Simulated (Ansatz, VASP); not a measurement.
## Two plane-wave programs on P

```
P
1.0
     2.42469    0.00000    0.00000
     0.00000    2.43854    0.00000
    -0.02031    0.00000    4.85243
P
2
Direct
  0.00000 0.00000 0.25057
  0.00000 0.00000 0.74943
```

Alike in both runs: task single point; functional PBE; k mesh 8 × 8 × 4; occupations gaussian, width 0.1 eV; no spin polarisation.

|  | VASP | Ansatz |
| --- | --- | --- |
| version | VASP 6.6.1 | Ansatz 0.2.0 |
| potentials or method | VASP PAW PBE potentials, release 64 (P), cutoff 520 eV | scalar-relativistic, plane waves, PAW |
| valence electrons in the cell | 10 | 10 |

VASP gave:

```
gap on the k mesh at the Fermi level (eV)                     : none
pressure (GPa)                                                : 1.9
traceless stress, the component that is largest in VASP (GPa) : 0.88
rms of the force components (eV/Å)                            : 0.037
```

**Question.** Which values does Ansatz return?

**Answer.** gap on the k mesh at the Fermi level (eV): none; pressure (GPa): 2.2; traceless stress, the component that is largest in VASP (GPa): 0.86; rms of the force components (eV/Å): 0.036.

Atom by atom the forces differ by 0.001 eV/Å (rms over components). A gap of «none» marks a metal or a gap that the smearing closes.
